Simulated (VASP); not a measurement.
# GdO (F-43m) in VASP: a series of runs

Aim: see how the results for GdO move with the level of theory and the settings. Levels: PBEsol, r2SCAN50. Tasks: relaxation of cell and atoms, single point.

Everything below comes from runs of VASP 6.6.1. Logs are shortened: lines on timing, memory, paths and dates and some standing lists are left out, and cuts for length are marked.

### Step 1. The cell of the first run

The structure is cubic, space group F-43m (No. 216). The conventional cell has a = 5.400 Å, b = 5.400 Å, c = 5.400 Å, α = 90.00°, β = 90.00°, γ = 90.00°. Gd (site symmetry -43m) has 4 O at 2.34 Å within 3.1 Å. O (site symmetry -43m) has 4 Gd at 2.34 Å within 3.1 Å.

### Step 2. Relaxation of cell and atoms, PBEsol, collinear spin, ferromagnetic start, target pressure 20 GPa, at which the enthalpy is minimised

Input file INCAR:

```
SYSTEM = GdO
PREC     = Accurate       ! precision mode
ENCUT    = 800            ! plane-wave cutoff, eV
EDIFF    = 1E-7           ! SCF threshold, eV
ISMEAR   = -1             ! smearing method
SIGMA    = 0.05           ! smearing width, eV
LREAL    = .FALSE.        ! projectors in reciprocal space
LASPH    = .TRUE.         ! aspherical terms in the spheres
NELM     = 300            ! most SCF steps
ALGO     = All            ! electronic algorithm
ISIF     = 3              ! what is computed and relaxed
LWAVE    = .FALSE.        ! write WAVECAR
LCHARG   = .FALSE.        ! write CHGCAR
ISPIN    = 2              ! spin polarisation
MAGMOM   = 7 0            ! initial moments
LORBIT   = 11             ! projections on sites
LMAXMIX  = 6              ! l up to which the mixer works
GGA      = PS             ! functional
IBRION   = 2              ! ionic algorithm
NSW      = 60             ! ionic steps
EDIFFG   = -0.01          ! ionic threshold
PSTRESS  = 200.0        
GGA_COMPAT= .FALSE.      
NELMIN   = 4            
ISEARCH  = 1            
KPAR     = 4
```

Input file KPOINTS:

```
regular mesh
0
G
  9 9 9
  0 0 0
```

Input file POSCAR:

```
GdO
1.0
    0.0000000000      2.7000000000      2.7000000000
    2.7000000000      0.0000000000      2.7000000000
    2.7000000000      2.7000000000      0.0000000000
Gd O
1 1
Direct
    0.0000000000      0.0000000000      0.0000000000
    0.2500000000      0.2500000000      0.2500000000
```

Potentials or basis: VASP PAW PBE potentials, release 64 (Gd, O).

Launch:

```sh
$ cat potpaw_PBE.64/Gd/POTCAR potpaw_PBE.64/O/POTCAR > POTCAR
$ mpirun -np 4 vasp_std > vasp.out
```

OUTCAR:

```text
SYSTEM = GdO
   PREC = Accurate
   ENCUT = 800
   EDIFF = 1E-7
   ISMEAR = -1
   LREAL = .FALSE.
   LASPH = .TRUE.
   NELM = 300
   ISIF = 3
   ISPIN = 2
   LORBIT = 11
   GGA = PS
   IBRION = 2
   NSW = 60
   EDIFFG = -0.01
   PSTRESS = 200.0
   NELMIN = 4

 ion  position               nearest neighbor table
   1  0.000  0.000  0.000-   2 2.34   2 2.34   2 2.34   2 2.34
   2  0.250  0.250  0.250-   1 2.34   1 2.34   1 2.34   1 2.34

  LATTYP: Found a face centered cubic cell.
 ALAT       =     5.4000000000

  Lattice vectors:

 A1 = (   0.0000000000,   2.7000000000,   2.7000000000)
 A2 = (   2.7000000000,   0.0000000000,   2.7000000000)
 A3 = (   2.7000000000,   2.7000000000,   0.0000000000)

Analysis of symmetry for initial positions (statically):
=====================================================================
 Subroutine PRICEL returns:
 Original cell was already a primitive cell.

 Routine SETGRP: Setting up the symmetry group for a
 face centered cubic supercell.

 Subroutine GETGRP returns: Found 24 space group operations
 (whereof 24 operations were pure point group operations)
 out of a pool of 48 trial point group operations.

The static configuration has the point symmetry T_d .

Analysis of symmetry for dynamics (positions and initial velocities):
=====================================================================
 Subroutine PRICEL returns:
 Original cell was already a primitive cell.

 Routine SETGRP: Setting up the symmetry group for a
 face centered cubic supercell.

 Subroutine GETGRP returns: Found 24 space group operations
 (whereof 24 operations were pure point group operations)
 out of a pool of 48 trial point group operations.

The dynamic configuration has the point symmetry T_d .

Analysis of structural, dynamic, and magnetic symmetry:
=====================================================================
 Subroutine PRICEL returns:
 Original cell was already a primitive cell.

 Routine SETGRP: Setting up the symmetry group for a
 face centered cubic supercell.

 Subroutine GETGRP returns: Found 24 space group operations
 (whereof 24 operations were pure point group operations)
 out of a pool of 48 trial point group operations.

The overall configuration has the point symmetry T_d .

 Subroutine INISYM returns: Found 24 space group operations
 (whereof 24 operations are pure point group operations),
 and found     1 'primitive' translations

[... 92 lines left out ...]
   ENCUT  =  800.0 eV  58.80 Ry    7.67 a.u.   8.81  8.81  8.81*2*pi/ulx,y,z
   NELM   =    300;   NELMIN=  4; NELMDL= -5     # of ELM steps
   EDIFF  = 0.1E-06   stopping-criterion for ELM
   LREAL  =      F    real-space projection
   EDIFFG = -.1E-01   stopping-criterion for IOM
   NSW    =     60    number of steps for IOM
   IBRION =      2    ionic relax: 0-MD 1-quasi-New 2-CG
   NFREE  =      1    steps in history (QN), initial steepest desc. (CG)
   ISIF   =      3    stress and relaxation
   ISYM   =      2    0-nonsym 1-usesym 2-fastsym
   POTIM  = 0.5000    time-step for ionic-motion
   TEBEG  =    0.0;   TEEND  =   0.0 temperature during run
   PSTRESS=  200.0 pullay stress
   NELECT =      24.0000    total number of electrons
   NUPDOWN=      -1.0000    fix difference up-down
   EMIN   =  10.00;   EMAX   =-10.00  energy-range for DOS
   EFERMI =   0.00;   METHOD = LEGACY
   ISMEAR =    -1;   SIGMA  =   0.05  broadening in eV -4-tet -1-fermi 0-gaus
   EFERMI_NEDOS =   21; number of points for ismear=-14 and -15
   IALGO  =     58    algorithm
   IMIX   =      4    mixing-type and parameters
     AMIX     =   0.40;   BMIX     =  1.00
     AMIX_MAG =   1.60;   BMIX_MAG =  1.00
  volume/ion in A,a.u.               =      19.68       132.83
  Fermi-wavevector in a.u.,A,eV,Ry     =   1.388156  2.623234 26.218100  1.926976
  Thomas-Fermi vector in A             =   2.512309
   LORBIT       =     11    0 simple, 1 ext, 2 COOP (PROOUT), +10 PAW based schemes
   GGA     = PS    functional components
   LHFCALC =     F    Hartree Fock is set to
   AEXX    =    0.0000 exact exchange contribution
   IVDW    =     0    specifies the selected vdW correction
   LEPSILON=     F    determine dielectric tensor
   LRPA    =     F    only Hartree local field effects (RPA)
 conjugate gradient relaxation of ions
 spin polarized calculation
  energy-cutoff  :      800.00
  volume of cell :       39.37
 maximum number of plane-waves:      2085
   NGX = 17   NGY = 17   NGZ = 17

--------------------------------------- Ionic step        1  -------------------------------------------

 number of electron      23.9999998 magnetization       7.5224437

 Free energy of the ion-electron system (eV)
  ---------------------------------------------------
  ext. energy  EPLUGINS =         0.00000000
  ---------------------------------------------------
  free energy    TOTEN  =       -22.70400770 eV

  energy without entropy =      -22.68740804  energy(sigma->0) =      -22.69570787

 E-fermi :   3.9513     XC(G=0): -10.2965

 val. band max:        3.9177005833   @ k =   0.3333   0.2222   0.0000
 cond. band min:       3.9900068734   @ k =   0.3333   0.2222   0.0000
 fundamental gap:      0.0723062901
 Fermi energy:         3.9513475625

 spin component 1

 k-point     1 :       0.0000    0.0000    0.0000
  band No.  band energies     occupation
      1     -41.5181      1.00000
      2     -18.8003      1.00000
      3     -18.8003      1.00000
      4     -18.8003      1.00000
      5     -15.4308      1.00000
      6      -2.0029      1.00000
[... 1330 lines left out ...]
--------------------------------------- Ionic step        7  -------------------------------------------

 number of electron      24.0000001 magnetization      -6.0399111

 Free energy of the ion-electron system (eV)
  ---------------------------------------------------
  ext. energy  EPLUGINS =         0.00000000
  ---------------------------------------------------
  free energy    TOTEN  =       -22.48331246 eV

  energy without entropy =      -22.47890322  energy(sigma->0) =      -22.48110784

 E-fermi :   5.0811     XC(G=0): -11.2446

 val. band max:        4.9578448852   @ k =   0.1111   0.1111   0.0000
 cond. band min:       5.4374396648   @ k =  -0.3333   0.3333   0.0000
 fundamental gap:      0.4795947796
 Fermi energy:         5.0811379389

 spin component 1

 k-point     1 :       0.0000    0.0000    0.0000
  band No.  band energies     occupation
      1     -36.7629      1.00000
      2     -15.0397      1.00000
      3     -14.8195      1.00000
      4     -14.8195      1.00000
      5     -14.8195      1.00000
      6      -1.5194      1.00000
[... 1132 lines left out ...]
  energy  without entropy=      -22.4789032677  energy(sigma->0) =      -22.48110787

  enthalpy is  TOTEN    =       -18.4292116312 eV   P V=        4.0541008319

 reached required accuracy - stopping structural energy minimisation

 total charge

# of ion       s       p       d       f       tot
--------------------------------------------------
    1        2.040   5.648   0.561   7.153  15.402
    2        1.568   3.494   0.000   0.000   5.063
--------------------------------------------------
tot          3.609   9.143   0.561   7.153  20.465

 magnetization (x)

# of ion       s       p       d       f       tot
--------------------------------------------------
    1        0.013   0.102   0.095  -6.611  -6.400
    2        0.008   0.038   0.000   0.000   0.046
--------------------------------------------------
tot          0.021   0.140   0.095  -6.611  -6.355
```

OSZICAR:

```text
N       E                     dE             d eps       ncg     rms           ort
DAV:   1     0.188457421596E+03    0.18846E+03   -0.13493E+04   700   0.977E+03
DAV:   2     0.151787815699E+02   -0.17328E+03   -0.15217E+03   700   0.511E+02
DAV:   3    -0.195497188025E+02   -0.34729E+02   -0.33252E+02   700   0.188E+02
[... 456 lines left out ...]
CGA:  18    -0.224833116417E+02   -0.55373E-06   -0.54855E-06   700   0.102E-05   0.262E-06
 trl  19    -0.224833119515E+02   -0.30984E-06   -0.32612E-06   700   0.114E-05   0.238E-06
CGA:  20    -0.224833119549E+02   -0.31315E-06   -0.32612E-06   700   0.106E-05  -0.631E-08
CGA:  21    -0.224833122239E+02   -0.26908E-06   -0.26404E-06   700   0.574E-06   0.875E-07
CGA:  22    -0.224833123879E+02   -0.16399E-06   -0.16138E-06   700   0.306E-06   0.442E-07
CGA:  23    -0.224833124631E+02   -0.75218E-07   -0.74789E-07   700   0.161E-06   0.405E-07
   7 F= -.18429212E+02 E0= -.18427007E+02  d E =-.302894E-04  mag=    -6.0399
```

CONTCAR:

```text
GdO
   1.00000000000000
     0.0000000000000000    2.5322993628529646    2.5322993628529646
     2.5322993628529646    0.0000000000000000    2.5322993628529646
     2.5322993628529646    2.5322993628529646    0.0000000000000000
  Gd              O
     1     1
Direct
     0.0000000000000000    0.0000000000000000    0.0000000000000000
     0.2500000000000000    0.2500000000000000    0.2500000000000000

  0.00000000E+00  0.00000000E+00  0.00000000E+00
  0.00000000E+00  0.00000000E+00  0.00000000E+00
```

It took 23 min on 4 MPI ranks of AMD EPYC 7R43 (Zen 3), shared host; peak memory 0.38 GiB.

What came out:

```
Free energy                                                : -22.4833 eV
Relaxed volume                                             : 16.24 Å³/atom
Relaxed cell                                               : a = 3.581 Å, b = 3.581 Å, c = 3.581 Å, α = 60.00°, β = 60.00°, γ = 60.00°
Space group after relaxing (to 0.1 Å)                      : F-43m (No. 216)
Energy change on relaxing (the run minimises the enthalpy) : +110.3 meV/atom
Ionic steps                                                : 7
Pressure after relaxing                                    : 20.0 GPa
Band gap on the k mesh                                     : zero (filled and empty bands overlap)
Net moment                                                 : -6.04 μB per cell
Site moments                                               : Gd -6.40; O +0.05 μB
Valence electrons inside the program's atomic spheres      : Gd 15.40; O 5.06
```

Step by step:
```tsv
step	energy change (eV)	largest force (eV/Å)	pressure (GPa)	volume (Å³)
1	0.0000	0.0000	-4.37	39.37
2	2.7864	0.0000	99.03	24.65
3	0.1694	0.0000	17.60	32.91
4	0.2102	0.0000	19.88	32.56
5	0.2260	0.0000	20.33	32.43
6	0.2088	0.0000	19.45	32.57
7	0.2207	0.0000	19.98	32.48
```

Final structure:
```
Gd O
1.0
     0.00000    2.53230    2.53230
     2.53230    0.00000    2.53230
     2.53230    2.53230    0.00000
Gd O
1 1
Direct
  0.00000 0.00000 0.00000
  0.25000 0.25000 0.25000
```

Caveat: the cell is relaxed towards a set pressure, so the run minimises the enthalpy, not the energy; the volume moved by over 15 % at a fixed basis, so the end points are rough; the PAW data sets were made with another functional, which shifts forces and pressure a little; spin-orbit coupling is left out, which moves the levels of the heavy elements; a cell with one magnetic atom can't hold antiferromagnetic order, which such compounds often take; semilocal functionals describe open f shells poorly, which spoils levels, moments and volumes.

(Continued in part 2 of 2.)

The gap in the log of VASP goes by the Fermi energy; the results here count the filled bands.